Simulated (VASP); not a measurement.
Input of a VASP 6.6.1 run:

File INCAR:

```
ALGO = Normal
EDIFF = 1E-6
ENCUT = 500
GGA = LIBXC
GGA_COMPAT = F
ISIF = 2
ISMEAR = 0
ISPIN = 2
LASPH = T
LCHARG = F
LIBXC1 = GGA_X_B88
LIBXC2 = GGA_C_PBE
LMAXMIX = 4
LORBIT = 11
LREAL = F
LWAVE = F
MAGMOM = 0.5
NBANDS = 16
NELM = 200
PREC = Accurate
SIGMA = 0.15
```

The input KPOINTS:

```
k-points
0
Gamma
  11 11 11
```

Contents of POSCAR:

```
Nb
1.0
    0.0000000000      2.1428321391      2.1428321391
    2.1428321391      0.0000000000      2.1428321391
    2.1428321391      2.1428321391      0.0000000000
Nb
1
Direct
    0.0000000000      0.0000000000      0.0000000000
```

Potentials or basis: VASP PAW PBE potentials, release 64 (Nb_sv).

Launch:

```console
$ cat potpaw_PBE.64/Nb_sv/POTCAR > POTCAR
$ mpirun -np 1 vasp_std > vasp.out
```

Question: Predict the net moment.

Answer: 0.00 μB per cell.

Question: What does it give for the pressure?

Answer: -8.1 GPa.

Caveat: the cell stands under tension; the PAW data sets were made with another functional, which shifts forces and pressure a little.
